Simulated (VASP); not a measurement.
Wanted: the native input for a VASP 6.6.1 run.

| Quantity | Value |
| --- | --- |
| Task | relaxation of cell and atoms |
| Functional | PBE |
| Potentials or basis | VASP PAW PBE potentials, release 64 (Fe, Mo_sv) |
| Cutoff | 600 eV |
| k mesh | 6 × 6 × 6 |
| Occupations | gaussian, width 0.1 eV |
| Spin | no spin polarisation |
| Dipole correction | no |
| Further INCAR settings | ALGO = Normal; EDIFF = 1e-06; IBRION = 2; EDIFFG = -0.04; NSW = 90; ISIF = 3 |

The structure of FeMo lies in POSCAR:

```
FeMo
1.0
    0.0000000000      2.3516386945      2.3516386945
    2.3516386945      0.0000000000      2.3516386945
    2.3516386945      2.3516386945      0.0000000000
Fe Mo
1 1
Direct
    0.0000000000      0.0000000000      0.0000000000
    0.5000000000      0.5000000000      0.5000000000
```

These files were run (other wordings do the same):

INCAR

```
PREC = Accurate ; ENCUT = 600
EDIFF = 1E-6 ; ISMEAR = 0
SIGMA = 0.1 ; LREAL = F
LASPH = T ; NELM = 100
ALGO = Normal ; ISIF = 3
LWAVE = F ; LCHARG = F
GGA = PE ; IBRION = 2
NSW = 90 ; EDIFFG = -0.04
```

KPOINTS

```
Automatic mesh
0
Gamma
  6 6 6
```

Potentials or basis: VASP PAW PBE potentials, release 64 (Fe, Mo_sv).

Launch:

```bash
$ cat potpaw_PBE.64/Fe/POTCAR potpaw_PBE.64/Mo_sv/POTCAR > POTCAR
$ mpirun -np 1 vasp_std > vasp.out
```

Results of the run:

```json
{
  "Relaxed volume": "14.19 Å³/atom",
  "Relaxed cell": "a = 3.424 Å, b = 3.424 Å, c = 3.424 Å, α = 60.00°, β = 60.00°, γ = 60.00°",
  "Space group after relaxing (to 0.1 Å)": "Fm-3m (No. 225)",
  "Energy gained by relaxing": "78.7 meV/atom",
  "Ionic steps": "4",
  "Pressure after relaxing": "-0.1 GPa",
  "Band gap on the k mesh": "zero (bands 11 and 12 overlap by 2.87 eV)"
}
```

Caveat: the k points lie up to 0.37 Å⁻¹ apart in the final cell, too coarse for converged energies and pressures of a metal; the run has no spin polarisation, though such a crystal can be magnetic.

It took 65 s on 1 thread of Intel Xeon 8259CL, with other jobs on the host, peak memory 0.17 GiB.
